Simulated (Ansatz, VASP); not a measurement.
## SnO: VASP beside Ansatz

```xyz
2
Lattice="0.0000 2.7376 2.7376 2.7376 0.0000 2.7376 2.7376 2.7376 0.0000" Properties=species:S:1:pos:R:3 pbc="T T T"
Sn    0.0000    0.0000    0.0000
O     1.3688    1.3688    1.3688
```

Alike in both runs: task single point; functional LDA; k mesh 12 × 12 × 12; occupations fermi-dirac, width 0.08 eV; no spin polarisation.

|  | VASP | Ansatz |
| --- | --- | --- |
| version | VASP 6.6.1 | Ansatz 0.2.0 |
| potentials or method | VASP PAW LDA potentials, release 64 (Sn_d, O), cutoff 520 eV | all-electron LAPW, scalar-relativistic |

Ansatz gave:

- pressure (GPa): -5.3

Problem. Estimate VASP's values.

Solution. Pressure (GPa): -5.2.

LDA's correlation is that of Perdew and Zunger in VASP and of Perdew and Wang (1992) in Ansatz. Ansatz ran all-electron here, and VASP with PAW potentials.
